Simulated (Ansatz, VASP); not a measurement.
**Two plane-wave programs on Mg3Te**

```
Mg Te
1.0
     4.61816    0.00000    0.00000
     0.00000    4.61816    0.00000
     0.00000    0.00000    4.61816
Mg Te
3 1
Direct
  0.00000 0.50000 0.50000
  0.50000 0.00000 0.50000
  0.50000 0.50000 0.00000
  0.00000 0.00000 0.00000
```

Change from the starting cell: species swapped into the Ca3Sn type (Pm-3m, No. 221).

Alike in both runs: task relaxation of cell and atoms; functional PBE; k mesh 10 × 10 × 10; occupations gaussian, width 0.1 eV; no spin polarisation.

|  | VASP | Ansatz |
| --- | --- | --- |
| version | VASP 6.6.1 | Ansatz 0.2.0 |
| potentials or method | VASP PAW PBE potentials, release 64 (Mg, Te), cutoff 600 eV | scalar-relativistic, plane waves, PAW |
| valence electrons in the cell | 12 | 46 |

VASP gave:

* gap on the k mesh at the Fermi level, each at its own relaxed structure (eV): none
* relaxed volume (Å³/atom): 24.57
* relaxed cell length with the largest relative difference (Å): 4.615

Q: Estimate Ansatz's values.

A: gap on the k mesh at the Fermi level, each at its own relaxed structure (eV): none; relaxed volume (Å³/atom): 24.62; relaxed cell length with the largest relative difference (Å): 4.618.

A gap of «none» marks a metal or a gap that the smearing closes. VASP's potentials hold 12 valence electrons a cell and Ansatz's 46, so a difference there can come from the potentials and not from the codes.

Neither program's run includes spin-orbit coupling.
